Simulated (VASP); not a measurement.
# Al (P6_3/mmc) in VASP: notebook, part 2 of 2

VASP 6.6.1. The steps go on from the part before.

## 5. Single point, PBEsol+D3(BJ) (biaxial strain in the a-b plane: -2.0 %)

Input file INCAR:

```
SYSTEM = Al
PREC = Accurate ; ENCUT = 520
EDIFF = 1E-6 ; ISMEAR = 0
SIGMA = 0.1 ; LREAL = .False.
LASPH = .True. ; NELM = 60
ALGO = Normal ; ISIF = 2
LWAVE = .False. ; LCHARG = .False.
GGA = PS ; IVDW = 12
NBANDS = 10
```

Input file KPOINTS:

```
Automatic mesh
0
Gamma
  24 24 12
  0 0 0
```

Input file POSCAR:

```
Al
1.0
    2.7344540019      0.0000000000      0.0000000000
   -1.3672270010      2.3681066312      0.0000000000
    0.0000000000      0.0000000000      4.7036926882
Al
2
Direct
    0.6666666667      0.3333333333      0.7500000000
    0.3333333333      0.6666666667      0.2500000000
```

Potentials or basis: VASP PAW PBE potentials, release 64 (Al).

Command:

```bash
$ cat potpaw_PBE.64/Al/POTCAR > POTCAR
$ mpirun -np 1 vasp_std > vasp.out
```

OUTCAR:

```text
SYSTEM = Al
   PREC = Accurate
   ENCUT = 520
   EDIFF = 1E-6
   ISMEAR = 0
   LREAL = .False.
   LASPH = .True.
   NELM = 60
   ISIF = 2
   GGA = PS
   IVDW = 12
 IVDW          = 12

 ion  position               nearest neighbor table
   1  0.667  0.333  0.750-   2 2.83   2 2.83   2 2.83   2 2.83   2 2.83   2 2.83
   2  0.333  0.667  0.250-   1 2.83   1 2.83   1 2.83   1 2.83   1 2.83   1 2.83

  LATTYP: Found a hexagonal cell.
 ALAT       =     2.7344540019
 C/A-ratio  =     1.7201579127

  Lattice vectors:

 A1 = (   2.7344540019,   0.0000000000,   0.0000000000)
 A2 = (  -1.3672270010,   2.3681066312,   0.0000000000)
 A3 = (   0.0000000000,   0.0000000000,   4.7036926882)

Analysis of symmetry for initial positions (statically):
=====================================================================
 Subroutine PRICEL returns:
 Original cell was already a primitive cell.

 Routine SETGRP: Setting up the symmetry group for a
 hexagonal supercell.

 Subroutine GETGRP returns: Found 24 space group operations
 (whereof 12 operations were pure point group operations)
 out of a pool of 24 trial point group operations.

The static configuration has the point symmetry D_3d.
 The point group associated with its full space group is D_6h.

Analysis of symmetry for dynamics (positions and initial velocities):
=====================================================================
 Subroutine PRICEL returns:
 Original cell was already a primitive cell.

 Routine SETGRP: Setting up the symmetry group for a
 hexagonal supercell.

 Subroutine GETGRP returns: Found 24 space group operations
 (whereof 12 operations were pure point group operations)
 out of a pool of 24 trial point group operations.

The dynamic configuration has the point symmetry D_3d.
 The point group associated with its full space group is D_6h.

 Subroutine INISYM returns: Found 24 space group operations
 (whereof 12 operations are pure point group operations),
 and found     1 'primitive' translations

----------------------------------------------------------------------------------------

                                     Primitive cell

  volume of cell :      30.4587

  direct lattice vectors                    reciprocal lattice vectors
     2.734454002  0.000000000  0.000000000     0.365703720  0.211139141  0.000000000
    -1.367227001  2.368106631  0.000000000     0.000000000  0.422278282  0.000000000
     0.000000000  0.000000000  4.703692688     0.000000000  0.000000000  0.212598923

  length of vectors
     2.734454002  2.734454002  4.703692688     0.422278282  0.422278282  0.212598923

  position of ions in fractional coordinates (direct lattice)
     0.666666667  0.333333333  0.750000000
     0.333333333  0.666666667  0.250000000

  ion indices of the primitive-cell ions
   primitive index   ion index
                 1           1
                 2           2

----------------------------------------------------------------------------------------

 KPOINTS: Automatic mesh

Automatic generation of k-mesh.
 Grid dimensions read from file:
 generate k-points for:   24   24   12
[... 23 lines left out ...]
  0.083333 -0.000000  0.000000      6.000000
  0.125000  0.000000  0.000000      6.000000
  0.166667  0.000000  0.000000      6.000000
  0.208333 -0.000000  0.000000      6.000000
[... 16 lines left out ...]
  0.416667  0.041667  0.000000     12.000000
  0.458333  0.041667  0.000000     12.000000
 [... further k-points ...]
   k-points           NKPTS =    427   k-points in BZ     NKDIM =    427   number of bands    NBANDS=     10
   number of dos      NEDOS =    301   number of ions     NIONS =      2
   total plane-waves  NPLWV =  14400
   dimension x,y,z NGX =    20 NGY =   20 NGZ =   36
   dimension x,y,z NGXF=    40 NGYF=   40 NGZF=   72
   ions per type =               2
   NGX,Y,Z   is equivalent  to a cutoff of  12.16, 12.16, 12.72 a.u.
   NGXF,Y,Z  is equivalent  to a cutoff of  24.32, 24.32, 25.45 a.u.
 SYSTEM =  Al
   PREC   = accura    normal or accurate (medium, high low for compatibility)
   ISTART =      0    job   : 0-new  1-cont  2-samecut
   ICHARG =      2    charge: 1-file 2-atom 10-const
   ISPIN  =      1    spin polarized calculation?
   LNONCOLLINEAR =      F non collinear calculations
   LSORBIT =      F    spin-orbit coupling
   LASPH  =      T    aspherical Exc in radial PAW
   ENCUT  =  520.0 eV  38.22 Ry    6.18 a.u.   5.08  5.08  8.75*2*pi/ulx,y,z
   NELM   =     60;   NELMIN=  2; NELMDL= -5     # of ELM steps
   EDIFF  = 0.1E-05   stopping-criterion for ELM
   LREAL  =      F    real-space projection
   EDIFFG = 0.1E-04   stopping-criterion for IOM
   NSW    =      0    number of steps for IOM
   IBRION =     -1    ionic relax: 0-MD 1-quasi-New 2-CG
   NFREE  =      0    steps in history (QN), initial steepest desc. (CG)
   ISIF   =      2    stress and relaxation
   ISYM   =      2    0-nonsym 1-usesym 2-fastsym
   POTIM  = 0.5000    time-step for ionic-motion
   TEBEG  =    0.0;   TEEND  =   0.0 temperature during run
   PSTRESS=    0.0 pullay stress
   NELECT =       6.0000    total number of electrons
   NUPDOWN=      -1.0000    fix difference up-down
   EMIN   =  10.00;   EMAX   =-10.00  energy-range for DOS
   EFERMI =   0.00;   METHOD = LEGACY
   ISMEAR =     0;   SIGMA  =   0.10  broadening in eV -4-tet -1-fermi 0-gaus
   EFERMI_NEDOS =   21; number of points for ismear=-14 and -15
   IALGO  =     38    algorithm
   IMIX   =      4    mixing-type and parameters
     AMIX     =   0.40;   BMIX     =  1.00
     AMIX_MAG =   1.60;   BMIX_MAG =  1.00
  volume/ion in A,a.u.               =      15.23       102.77
  Fermi-wavevector in a.u.,A,eV,Ry     =   0.952551  1.800061 12.345297  0.907354
  Thomas-Fermi vector in A             =   2.081124
   LORBIT       =      0    0 simple, 1 ext, 2 COOP (PROOUT), +10 PAW based schemes
   GGA     = PS    functional components
   LHFCALC =     F    Hartree Fock is set to
   AEXX    =    0.0000 exact exchange contribution
   IVDW    =    12    specifies the selected vdW correction
   LEPSILON=     F    determine dielectric tensor
   LRPA    =     F    only Hartree local field effects (RPA)
 non-spin polarized calculation
 Gauss-broadening in eV      SIGMA  =   0.10
  energy-cutoff  :      520.00
  volume of cell :       30.46
 maximum number of plane-waves:       837
   NGX = 11   NGY = 11   NGZ = 17

 number of electron       6.0000000 magnetization

 Free energy of the ion-electron system (eV)
  ---------------------------------------------------
  ext. energy  EPLUGINS =         0.00000000
  ---------------------------------------------------
  free energy    TOTEN  =        -8.06782308 eV

  energy without entropy =       -8.06380473  energy(sigma->0) =       -8.06581390

 E-fermi :   8.7913     XC(G=0): -10.5525

 val. band max:        8.7909000163   @ k =   0.2083   0.2083   0.1667
 cond. band min:       8.8039895694   @ k =   0.3333   0.0000   0.0833
 fundamental gap:      0.0130895531
 Fermi energy:         8.7912638154

 k-point     1 :       0.0000    0.0000    0.0000
  band No.  band energies     occupation
      1      -2.8892      2.00000
      2       3.6114      2.00000
      3       3.6685      2.00000
      4      20.4724      0.00000
      5      20.9076      0.00000
      6      20.9076      0.00000
      7      20.9335      0.00000
      8      20.9335      0.00000
      9      22.3807      0.00000
     10      24.3796      0.00000
[... 287 lines left out ...]
 k-point    24 :       0.4583    0.0417    0.0000
  band No.  band energies     occupation
      1       3.0475      2.00000
      2       4.0765      2.00000
      3       9.1737      0.00000
      4       9.4309      0.00000
      5      10.4278      0.00000
      6      10.6490      0.00000
      7      14.7217      0.00000
      8      18.0034      0.00000
      9      20.3762      0.00000
     10      20.3840      0.00000

 [... further k-points ...]

------------------------ aborting loop because EDIFF is reached ----------------------------------------

 Edisp (eV)   -0.68879

 E8    (eV) :    -0.4639

  FORCE on cell =-STRESS in cart. coord.  units (eV):
  Direction    XX          YY          ZZ          XY          YZ          ZX
  --------------------------------------------------------------------------------------
  -------------------------------------------------------------------------------------
  Total       0.88156     0.88156    -0.01660    -0.00000     0.00000     0.00000
  in kB      46.37137    46.37137    -0.87332    -0.00000     0.00000     0.00000
  external pressure =       30.62 kB  Pullay stress =        0.00 kB

 VOLUME and BASIS-vectors are now :
 -----------------------------------------------------------------------------
  energy-cutoff  :      520.00
  volume of cell :       30.46
      direct lattice vectors                 reciprocal lattice vectors
     2.734454002  0.000000000  0.000000000     0.365703720  0.211139141  0.000000000
    -1.367227001  2.368106631  0.000000000     0.000000000  0.422278282  0.000000000
     0.000000000  0.000000000  4.703692688     0.000000000  0.000000000  0.212598923

 POSITION                                       TOTAL-FORCE (eV/Angst)
 -----------------------------------------------------------------------------------
      1.36723      0.78937      3.52777        -0.000000     -0.000000      0.000000
     -0.00000      1.57874      1.17592         0.000000      0.000000      0.000000
 -----------------------------------------------------------------------------------
    total drift:                                0.000000     -0.000000      0.000000

  FREE ENERGIE OF THE ION-ELECTRON SYSTEM (eV)
  ---------------------------------------------------
  free  energy   TOTEN  =        -8.7566132750 eV

  energy  without entropy=       -8.7525949175  energy(sigma->0) =       -8.75460410
```

OSZICAR:

```text
N       E                     dE             d eps       ncg     rms          rms(c)
DAV:   1    -0.480604361165E+00   -0.48060E+00   -0.23694E+03  8548   0.478E+02
DAV:   2    -0.796790351778E+01   -0.74873E+01   -0.72094E+01 11380   0.561E+01
DAV:   3    -0.813011742655E+01   -0.16221E+00   -0.16048E+00 11158   0.652E+00
DAV:   4    -0.813080765119E+01   -0.69022E-03   -0.69017E-03 10132   0.483E-01
DAV:   5    -0.813081291993E+01   -0.52687E-05   -0.52689E-05 10458   0.436E-02    0.217E+00
DAV:   6    -0.809300103693E+01    0.37812E-01   -0.38595E-03  9450   0.296E-01    0.123E+00
DAV:   7    -0.806802287430E+01    0.24978E-01   -0.96697E-03  9048   0.451E-01    0.214E-01
DAV:   8    -0.806782513453E+01    0.19774E-03   -0.15802E-04 12018   0.697E-02    0.419E-02
DAV:   9    -0.806782350164E+01    0.16329E-05   -0.12650E-06  9514   0.652E-03    0.255E-03
DAV:  10    -0.806782308279E+01    0.41885E-06   -0.56260E-08  5432   0.119E-03
   1 F= -.87566133E+01 E0= -.87546041E+01  d E =-.401836E-02
```

stdout:

```text
POSCAR found type information on POSCAR Al
 POSCAR found :  1 types and       2 ions
 scaLAPACK will be used
 -----------------------------------------------------------------------------
|                                                                             |
|                                                                             |
|     You enforced a specific xc type in the INCAR file but a different       |
|     I HOPE YOU KNOW WHAT YOU ARE DOING!                                     |
|                                                                             |
 -----------------------------------------------------------------------------

 LDA part: xc-table for (Slater+PW92), standard interpolation
 POSCAR, INCAR and KPOINTS ok, starting setup
 FFT: planning ... GRIDC
 FFT: planning ... GRID_SOFT
 FFT: planning ... GRID
 WAVECAR not read
 entering main loop
```

Wall time 31 s (1 thread of Intel Xeon 6975P-C (Granite Rapids), shared host); peak memory 0.22 GiB.

What came out:

| Item | Value |
| --- | --- |
| Free energy | -8.7566 eV |
| Pressure | 3.1 GPa |
| Band gap on the k mesh | zero (bands 3 and 4 overlap by 7.07 eV) |
| Dispersion energy per atom | -0.344 eV |

Caveat: the cell differs from its parent crystal (biaxial strain in the a-b plane: -2.0 %); the cell stands under pressure; the PAW data sets were made with another functional, which shifts forces and pressure a little.

## 6. The runs side by side

```csv
cell,gap on the mesh (eV),pressure (GPa)
"a = 2.707, b = 2.707, c = 4.745 Å, angles 90.0, 90.0, 120.0°, 2 atoms",none,4.6
"a = 2.707, b = 2.707, c = 4.732 Å, angles 90.0, 90.0, 120.0°, 2 atoms",none,4.8
"a = 2.734, b = 2.734, c = 4.697 Å, angles 90.0, 90.0, 120.0°, 2 atoms",none,3.2
"a = 2.734, b = 2.734, c = 4.704 Å, angles 90.0, 90.0, 120.0°, 2 atoms",none,3.1
```

Alike in all rows: task single point; level PBEsol+D3(BJ); potentials or basis VASP PAW PBE potentials, release 64 (Al); no spin polarisation; k mesh 24 × 24 × 12; cutoff (eV) 520; smearing gaussian 0.1 eV.

Caveats: the PAW data sets were made with another functional, which shifts forces and pressure a little; the stress differs along the axes, from 0 to 7 GPa (at least some runs); the cell stands under pressure (at least some runs).

Absolute energies hang on the potentials; compare differences alone.
